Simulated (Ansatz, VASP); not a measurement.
## BaAl2B4 in VASP and in Ansatz

```
CELL_PARAMETERS angstrom
3.18111 0.00000 0.00000
-1.59056 2.75492 0.00000
0.00000 0.00000 10.30288
ATOMIC_POSITIONS crystal
Ba 0.00000 0.00000 0.00000
Al 0.00000 0.00000 0.62486
Al 0.00000 0.00000 0.37514
B 0.33333 0.66667 0.75892
B 0.66667 0.33333 0.75892
B 0.66667 0.33333 0.24108
B 0.33333 0.66667 0.24108
```

Alike in both runs: task single point; functional PBE; k mesh 15 × 15 × 4; no spin polarisation.

|  | VASP | Ansatz |
| --- | --- | --- |
| version | VASP 6.6.1 | Ansatz 0.2.0 |
| potentials or method | VASP PAW PBE potentials, release 64 (Ba_sv, Al, B), cutoff 500 eV | scalar-relativistic, plane waves, PAW |
| occupations | tetrahedron | tetrahedron-uncorrected |
| valence electrons in the cell | 28 | 28 |

VASP gave:

* gap on the k mesh at the Fermi level (eV): none
* pressure (GPa): 1.4
* traceless stress, the component that is largest in VASP (GPa): -0.25
* rms of the force components (eV/Å): 0.035

**Question.** Which values does Ansatz return?

**Answer.** gap on the k mesh at the Fermi level (eV): none; pressure (GPa): 0.1; traceless stress, the component that is largest in VASP (GPa): -0.04; rms of the force components (eV/Å): 0.002.

Atom by atom the forces differ by 0.033 eV/Å (rms over components). A gap of «none» marks a metal or a gap that the smearing closes. Ansatz's warnings: band table not solved further.

Spin-orbit coupling is off throughout.
